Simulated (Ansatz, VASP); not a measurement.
One calculation of Ba, two programs

Contents of INCAR:

```
PREC = Accurate
ENCUT = 520
EDIFF = 1E-6
ISMEAR = -1
SIGMA = 0.05
LREAL = F
LASPH = T
NELM = 100
ALGO = Normal
ISIF = 2
LWAVE = F
LCHARG = T
GGA = PE
LELF = T
LVHAR = T
NBANDS = 11
```

The input KPOINTS:

```
Automatic mesh
0
Gamma
  7 7 7
```

Contents of POSCAR:

```
Ba
1.0
    0.0342000000      3.2774780000      3.2715450000
    3.1831140000      0.0353410000      3.2704040000
    3.1968070000      3.2900300000      0.0216480000
Ba
1
Direct
    0.0054190000     -0.0079640000      0.0005930000
```

Contents of input.yaml:

```yaml
crystal:
  lattice:
    - [0.0342, 3.277478, 3.271545]
    - [3.183114, 0.035341, 3.270404]
    - [3.196807, 3.29003, 0.021648]
  atoms:
    - { symbol: Ba, position: [0.005419, -0.007964, 0.000593] }
kpoints:
  mp_grid: { grid: [7, 7, 7] }
scf:
  occupations: { method: fermi_dirac, width: 0.05 }
hamiltonian:
  xc: pbe
  pseudopotentials: { kind: all_electron, lapw: { basis_error: 0.001 } }
output:
  forces: true
  stress: true
  eigenvalues: true
  populations: true
```

Change from the starting cell: cell strained at random at fixed volume.

Alike in both runs: task single point; functional PBE; k mesh 7 × 7 × 7; occupations fermi-dirac, width 0.05 eV; no spin polarisation.

|  | VASP | Ansatz |
| --- | --- | --- |
| version | VASP 6.6.1 | Ansatz 0.2.0 |
| potentials or method | VASP PAW PBE potentials, release 64 (Ba_sv), cutoff 520 eV | all-electron LAPW, scalar-relativistic |

|  | VASP | Ansatz | Ansatz less VASP |
| --- | --- | --- | --- |
| gap on the k mesh at the Fermi level (eV) | none | none | - |
| pressure (GPa) | -0.3 | -0.3 | -0.04 |
| traceless stress, the component that is largest in VASP (GPa) | -0.15 | -0.15 | 0.000 |

A gap of «none» marks a metal or a gap that the smearing closes. Ansatz ran all-electron here, and VASP with PAW potentials.

Spin-orbit coupling is off throughout.
